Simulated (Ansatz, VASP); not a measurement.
One calculation of Pt, two programs

```xyz
1
Lattice="2.6246 0.0000 0.0000 0.0000 2.6246 0.0000 0.0000 0.0000 2.6246" Properties=species:S:1:pos:R:3 pbc="T T T"
Pt    0.0000    0.0000    0.0000
```

Alike in both runs: task single point; functional PBE; k mesh 20 × 20 × 20; occupations fermi-dirac, width 0.05 eV; collinear spin.

```csv
,VASP,Ansatz
version,VASP 6.6.1,Ansatz 0.2.0
potentials or method,"VASP PAW PBE potentials, release 64 (Pt), cutoff 520 eV","plane waves (420 eV) with PAW, scalar-relativistic"
valence electrons in the cell,10,18
```

|  | VASP | Ansatz | Ansatz less VASP |
| --- | --- | --- | --- |
| net moment per atom (μB) | 0.00 | 0.00 | 0.000 |

VASP's potentials hold 10 valence electrons a cell and Ansatz's 18, so a difference there can come from the potentials and not from the codes. Ansatz's warnings: seeded moment not kept.

Neither program's run includes spin-orbit coupling.
